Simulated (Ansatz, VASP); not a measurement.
# AlGaN2: VASP beside Ansatz

```
Al Ga N
1.0
     3.13853    0.00000    0.00000
     0.00000    3.13853    0.00000
     0.00000    0.00000    4.33391
Al Ga N
1 1 2
Direct
  0.50000 0.50000 0.50000
  0.00000 0.00000 0.00000
  0.50000 0.00000 0.73874
  0.00000 0.50000 0.26126
```

Change from the starting cell: strain along c alone, the other axes held, atoms relaxed: -2.0 %.

Alike in both runs: functional r2SCAN; k mesh 8 × 8 × 6; occupations gaussian, width 0.02 eV; no spin polarisation.

Ansatz relaxed the structure, and its values are those at the end. VASP's run is a single point on that final structure, the one shown.

|  | VASP | Ansatz |
| --- | --- | --- |
| version | VASP 6.6.1 | Ansatz 0.2.0 |
| potentials or method | VASP PAW PBE potentials, release 64 (Al, Ga_d, N), cutoff 520 eV | scalar-relativistic, plane waves, PAW |
| valence electrons in the cell | 26 | 26 |

VASP gave:

```
gap on the k mesh at the Fermi level (eV) : 3.56
least direct gap on the mesh (eV)         : 3.56
pressure (GPa)                            : 4.6
rms of the force components (eV/Å)        : 0.038
```

Problem. What did Ansatz give for the same quantities?

Solution. gap on the k mesh at the Fermi level (eV): 3.55; least direct gap on the mesh (eV): 3.55; pressure (GPa): 4.2; rms of the force components (eV/Å): 0.000.

VASP's potentials were made for PBE, not for r2SCAN. Ansatz's warnings: stress scf threshold loose.
